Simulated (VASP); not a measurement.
# Cd (P6_3/mmc) in VASP: settings compared, part 2 of 3

VASP 6.6.1. The steps go on from the part before.

## (4) Electric field gradients, PBE (zz strain of -1 %)

File INCAR:

```
PREC = Accurate
ENCUT = 520
EDIFF = 1E-8
ISMEAR = -1
SIGMA = 0.05
LREAL = F
LASPH = T
NELM = 80
ALGO = Normal
ISIF = 2
LWAVE = F
LCHARG = F
GGA = PE
LEFG = T
NBANDS = 19
```

File KPOINTS:

```
regular mesh
0
Gamma
  14 14 7
```

File POSCAR:

```
Cd
1.0
    2.9788725081      0.0000000000      0.0000000000
   -1.4894362540      2.5797792666      0.0000000000
    0.0000000000      0.0000000000      5.5614735000
Cd
2
Direct
    0.3333333333      0.6666666667      0.2500000000
    0.6666666667      0.3333333333      0.7500000000
```

Potentials or basis: VASP PAW PBE potentials, release 64 (Cd).

Launch:

```sh
> cat potpaw_PBE.64/Cd/POTCAR > POTCAR
> mpirun -np 1 vasp_std > vasp.out
```

OUTCAR:

```text
PREC = Accurate
   ENCUT = 520
   EDIFF = 1E-8
   ISMEAR = -1
   LREAL = F
   LASPH = T
   NELM = 80
   ISIF = 2
   GGA = PE

 ion  position               nearest neighbor table
   1  0.333  0.667  0.250-   2 3.27   2 3.27   2 3.27   2 3.27   2 3.27   2 3.27
   2  0.667  0.333  0.750-   1 3.27   1 3.27   1 3.27   1 3.27   1 3.27   1 3.27

  LATTYP: Found a hexagonal cell.
 ALAT       =     2.9788725081
 C/A-ratio  =     1.8669726498

  Lattice vectors:

[... 742 lines left out ...]

  FREE ENERGIE OF THE ION-ELECTRON SYSTEM (eV)
  ---------------------------------------------------
  free  energy   TOTEN  =        -1.4536331632 eV

  energy  without entropy=       -1.4479560810  energy(sigma->0) =       -1.45079462

 Electric field gradients (V/A^2)
---------------------------------------------------------------------
 ion       V_xx      V_yy      V_zz      V_xy      V_xz      V_yz
---------------------------------------------------------------------
   1     -38.390   -38.389    76.780     0.001     0.000    -0.000
   2     -38.390   -38.389    76.780     0.001    -0.000     0.000
---------------------------------------------------------------------

 Electric field gradients after diagonalization (V/A^2)
 (convention: |V_zz| > |V_xx| > |V_yy|)
----------------------------------------------------------------------
 ion       V_xx      V_yy      V_zz     asymmetry (V_yy - V_xx)/ V_zz
----------------------------------------------------------------------
   1     -38.391   -38.388    76.780       0.000
   2     -38.391   -38.388    76.780       0.000
----------------------------------------------------------------------

           NMR quadrupolar parameters

 Cq : quadrupolar parameter    Cq=e*Q*V_zz/h
 eta: asymmetry parameters     (V_yy - V_xx)/ V_zz
 Q  : nuclear electric quadrupole moment in mb (millibarn)
----------------------------------------------------------------------
 ion       Cq(MHz)       eta       Q (mb)
----------------------------------------------------------------------
   1       0.186       0.000       1.000
   2       0.186       0.000       1.000
----------------------------------------------------------------------
```

OSZICAR:

```text
N       E                     dE             d eps       ncg     rms          rms(c)
DAV:   1     0.176913087612E+03    0.17691E+03   -0.13143E+04  3648   0.127E+03
DAV:   2     0.251649945134E+01   -0.17440E+03   -0.16859E+03  3789   0.335E+02
DAV:   3    -0.155146363741E+01   -0.40680E+01   -0.40604E+01  4207   0.583E+01
DAV:   4    -0.155841290177E+01   -0.69493E-02   -0.69488E-02  3993   0.228E+00
DAV:   5    -0.155843394524E+01   -0.21043E-04   -0.21044E-04  4064   0.122E-01    0.464E+00
DAV:   6    -0.145825334539E+01    0.10018E+00   -0.24424E-01  4026   0.600E+00    0.367E+00
DAV:   7    -0.145332951413E+01    0.49238E-02   -0.28614E-02  4058   0.162E+00    0.168E+00
DAV:   8    -0.145355428824E+01   -0.22477E-03   -0.35984E-03  3923   0.738E-01    0.922E-02
DAV:   9    -0.145359116567E+01   -0.36877E-04   -0.18238E-05  4154   0.454E-02    0.392E-02
DAV:  10    -0.145363340562E+01   -0.42240E-04   -0.35276E-05  3930   0.564E-02    0.388E-03
DAV:  11    -0.145363334305E+01    0.62570E-07   -0.58939E-08  4103   0.251E-03    0.162E-03
DAV:  12    -0.145363313979E+01    0.20326E-06   -0.15885E-08  3289   0.106E-03    0.366E-04
DAV:  13    -0.145363315393E+01   -0.14145E-07   -0.34345E-10  2118   0.203E-04    0.764E-05
DAV:  14    -0.145363316322E+01   -0.92869E-08   -0.59688E-11  2019   0.760E-05
   1 F= -.14536332E+01 E0= -.14507946E+01  d E =-.567708E-02
```

It took 35 s on 1 thread of AMD EPYC 9R45 (Zen 5), shared host; peak memory 0.17 GiB.

What came out:

```yaml
Free_energy: -1.4536 eV
Pressure: 3.8 GPa
Band_gap_on_the_k_mesh: zero (bands 12 and 13 overlap by 4.18 eV)
Largest_electric_field_gradient_by_atom: Cd +76.8 V/Å²
```

Electric field gradients, principal values (V/Å²):
```csv
atom,least,middle,greatest (by size)
1 Cd,-38.388,-38.391,76.780
2 Cd,-38.388,-38.391,76.780
```

Caveat: the cell differs from its parent crystal (zz strain of -1 %); the cell stands under pressure; without QUAD_EFG the Cq values of the log hold for a quadrupole moment of 1 mb, not for the nuclei.

## (5) Electric field gradients, PBE (zz strain of -1 %)

File INCAR:

```
SYSTEM = Cd
PREC     = Accurate       ! precision mode
ENCUT    = 520            ! plane-wave cutoff, eV
EDIFF    = 1E-8           ! SCF threshold, eV
ISMEAR   = -1             ! smearing method
SIGMA    = 0.05           ! smearing width, eV
LREAL    = .False.        ! projectors in reciprocal space
LASPH    = .True.         ! aspherical terms in the spheres
NELM     = 80             ! most SCF steps
ALGO     = Normal         ! electronic algorithm
ISIF     = 2              ! what is computed and relaxed
LWAVE    = .False.        ! write WAVECAR
LCHARG   = .False.        ! write CHGCAR
GGA      = PE             ! functional
LEFG     = .True.       
NBANDS   = 19             ! bands
```

File KPOINTS:

```
Automatic mesh
0
Gamma
  14 14 7
  0 0 0
```

POSCAR is that of step 4.

Potentials or basis: VASP PAW PBE potentials, release 64 (Cd).

Launch:

```sh
> cat potpaw_PBE.64/Cd/POTCAR > POTCAR
> mpirun -np 1 vasp_std > vasp.out
```

OUTCAR:

```text
SYSTEM = Cd
   PREC = Accurate
   ENCUT = 520
   EDIFF = 1E-8
   ISMEAR = -1
   LREAL = .False.
   LASPH = .True.
   NELM = 80
   ISIF = 2
   GGA = PE

 ion  position               nearest neighbor table
   1  0.333  0.667  0.250-   2 3.27   2 3.27   2 3.27   2 3.27   2 3.27   2 3.27
   2  0.667  0.333  0.750-   1 3.27   1 3.27   1 3.27   1 3.27   1 3.27   1 3.27

  LATTYP: Found a hexagonal cell.
 ALAT       =     2.9788725081
 C/A-ratio  =     1.8669726498

  Lattice vectors:

 A1 = (   2.9788725081,   0.0000000000,   0.0000000000)
 A2 = (  -1.4894362540,   2.5797792666,   0.0000000000)
 A3 = (   0.0000000000,   0.0000000000,   5.5614735000)

Analysis of symmetry for initial positions (statically):
=====================================================================
 Subroutine PRICEL returns:
 Original cell was already a primitive cell.

 Routine SETGRP: Setting up the symmetry group for a
 hexagonal supercell.

 Subroutine GETGRP returns: Found 24 space group operations
 (whereof 12 operations were pure point group operations)
 out of a pool of 24 trial point group operations.

The static configuration has the point symmetry D_3d.
 The point group associated with its full space group is D_6h.

Analysis of symmetry for dynamics (positions and initial velocities):
=====================================================================
 Subroutine PRICEL returns:
 Original cell was already a primitive cell.

 Routine SETGRP: Setting up the symmetry group for a
 hexagonal supercell.

 Subroutine GETGRP returns: Found 24 space group operations
 (whereof 12 operations were pure point group operations)
 out of a pool of 24 trial point group operations.

The dynamic configuration has the point symmetry D_3d.
 The point group associated with its full space group is D_6h.

 Subroutine INISYM returns: Found 24 space group operations
 (whereof 12 operations are pure point group operations),
 and found     1 'primitive' translations

----------------------------------------------------------------------------------------

                                     Primitive cell

  volume of cell :      42.7390

  direct lattice vectors                    reciprocal lattice vectors
     2.978872508  0.000000000  0.000000000     0.335697482  0.193815032  0.000000000
    -1.489436254  2.579779267  0.000000000     0.000000000  0.387630063  0.000000000
     0.000000000  0.000000000  5.561473500     0.000000000  0.000000000  0.179808463

  length of vectors
     2.978872508  2.978872508  5.561473500     0.387630063  0.387630063  0.179808463

  position of ions in fractional coordinates (direct lattice)
     0.333333333  0.666666667  0.250000000
     0.666666667  0.333333333  0.750000000

  ion indices of the primitive-cell ions
   primitive index   ion index
                 1           1
                 2           2

----------------------------------------------------------------------------------------

 KPOINTS: Automatic mesh
[... 68 lines left out ...]
   EDIFF  = 0.1E-07   stopping-criterion for ELM
   LREAL  =      F    real-space projection
   EDIFFG = 0.1E-06   stopping-criterion for IOM
   NSW    =      0    number of steps for IOM
   IBRION =     -1    ionic relax: 0-MD 1-quasi-New 2-CG
   NFREE  =      0    steps in history (QN), initial steepest desc. (CG)
   ISIF   =      2    stress and relaxation
   ISYM   =      2    0-nonsym 1-usesym 2-fastsym
   POTIM  = 0.5000    time-step for ionic-motion
   TEBEG  =    0.0;   TEEND  =   0.0 temperature during run
   PSTRESS=    0.0 pullay stress
   NELECT =      24.0000    total number of electrons
   NUPDOWN=      -1.0000    fix difference up-down
   EMIN   =  10.00;   EMAX   =-10.00  energy-range for DOS
   EFERMI =   0.00;   METHOD = LEGACY
   ISMEAR =    -1;   SIGMA  =   0.05  broadening in eV -4-tet -1-fermi 0-gaus
   EFERMI_NEDOS =   21; number of points for ismear=-14 and -15
   IALGO  =     38    algorithm
   IMIX   =      4    mixing-type and parameters
     AMIX     =   0.40;   BMIX     =  1.00
     AMIX_MAG =   1.60;   BMIX_MAG =  1.00
  volume/ion in A,a.u.               =      21.37       144.21
  Fermi-wavevector in a.u.,A,eV,Ry     =   1.350632  2.552325 24.819851  1.824208
  Thomas-Fermi vector in A             =   2.478121
   LORBIT       =      0    0 simple, 1 ext, 2 COOP (PROOUT), +10 PAW based schemes
   GGA     = PE    functional components
   LHFCALC =     F    Hartree Fock is set to
   AEXX    =    0.0000 exact exchange contribution
   IVDW    =     0    specifies the selected vdW correction
   LEPSILON=     F    determine dielectric tensor
   LRPA    =     F    only Hartree local field effects (RPA)
 non-spin polarized calculation
  energy-cutoff  :      520.00
  volume of cell :       42.74
 maximum number of plane-waves:      1185
 NGX is ok and might be reduce to    24
   NGX = 11   NGY = 11   NGZ = 21

 number of electron      23.9999999 magnetization

 Free energy of the ion-electron system (eV)
  ---------------------------------------------------
  ext. energy  EPLUGINS =         0.00000000
  ---------------------------------------------------
  free energy    TOTEN  =        -1.45363316 eV

  energy without entropy =       -1.44795608  energy(sigma->0) =       -1.45079462

 E-fermi :   3.0814     XC(G=0): -11.0888

 val. band max:        3.0762983856   @ k =   0.3571   0.1429   0.1429
 cond. band min:       3.1326667984   @ k =   0.3571   0.0714   0.0000
 fundamental gap:      0.0563684128
 Fermi energy:         3.0813875746

 k-point     1 :       0.0000    0.0000    0.0000
  band No.  band energies     occupation
      1      -6.8699      2.00000
      2      -6.5825      2.00000
      3      -6.2295      2.00000
      4      -6.2295      2.00000
      5      -6.1745      2.00000
      6      -6.1745      2.00000
[... 505 lines left out ...]
      6      -6.0134      2.00000
[... 11 lines left out ...]
     18       9.1194      0.00000
     19      11.0822      0.00000

 [... further k-points ...]
[... 5 lines left out ...]
  --------------------------------------------------------------------------------------
  -------------------------------------------------------------------------------------
  Total        1.1524124      1.1524124      0.7490233      0.0000000      0.0000000      0.0000000
  in kB       43.2010364     43.2010364     28.0789954      0.0000000      0.0000000      0.0000000
  external PRESSURE =      38.1603561 kB  Pullay stress =       0.0000000 kB

 VOLUME and BASIS-vectors are now :
 -----------------------------------------------------------------------------
  energy-cutoff  :      520.00
  volume of cell :       42.74
      direct lattice vectors                 reciprocal lattice vectors
     2.978872508  0.000000000  0.000000000     0.335697482  0.193815032  0.000000000
    -1.489436254  2.579779267  0.000000000     0.000000000  0.387630063  0.000000000
     0.000000000  0.000000000  5.561473500     0.000000000  0.000000000  0.179808463

 POSITION                                       TOTAL-FORCE (eV/Angst)
 -----------------------------------------------------------------------------------
     -0.00000      1.71985      1.39037        -0.000000     -0.000000      0.000000
      1.48944      0.85993      4.17111         0.000000      0.000000      0.000000
 -----------------------------------------------------------------------------------
    total drift:                               -0.000000      0.000000      0.000000

  FREE ENERGIE OF THE ION-ELECTRON SYSTEM (eV)
  ---------------------------------------------------
  free  energy   TOTEN  =        -1.4536331632 eV

  energy  without entropy=       -1.4479560810  energy(sigma->0) =       -1.45079462

 Electric field gradients (V/A^2)
---------------------------------------------------------------------
 ion       V_xx      V_yy      V_zz      V_xy      V_xz      V_yz
---------------------------------------------------------------------
   1     -38.390   -38.389    76.780     0.001     0.000    -0.000
   2     -38.390   -38.389    76.780     0.001    -0.000     0.000
---------------------------------------------------------------------

 Electric field gradients after diagonalization (V/A^2)
 (convention: |V_zz| > |V_xx| > |V_yy|)
----------------------------------------------------------------------
 ion       V_xx      V_yy      V_zz     asymmetry (V_yy - V_xx)/ V_zz
----------------------------------------------------------------------
   1     -38.391   -38.388    76.780       0.000
   2     -38.391   -38.388    76.780       0.000
----------------------------------------------------------------------

           NMR quadrupolar parameters

 Cq : quadrupolar parameter    Cq=e*Q*V_zz/h
 eta: asymmetry parameters     (V_yy - V_xx)/ V_zz
 Q  : nuclear electric quadrupole moment in mb (millibarn)
----------------------------------------------------------------------
 ion       Cq(MHz)       eta       Q (mb)
----------------------------------------------------------------------
   1       0.186       0.000       1.000
   2       0.186       0.000       1.000
----------------------------------------------------------------------
```

Run time: 35 s. Hardware: 1 thread of AMD EPYC 9R45 (Zen 5), shared host; peak memory 0.17 GiB.

Results:

| Property | Result |
| --- | --- |
| Free energy | -1.4536 eV |
| Pressure | 3.8 GPa |
| Band gap on the k mesh | zero (bands 12 and 13 overlap by 4.18 eV) |
| Largest electric field gradient by atom | Cd +76.8 V/Å² |

Electric field gradients, principal values (V/Å²):
```tsv
atom	least	middle	greatest (by size)
1 Cd	-38.388	-38.391	76.780
2 Cd	-38.388	-38.391	76.780
```

Caveat: the cell differs from its parent crystal (zz strain of -1 %); the cell stands under pressure; without QUAD_EFG the Cq values of the log hold for a quadrupole moment of 1 mb, not for the nuclei.

(Continued in part 3 of 3.)
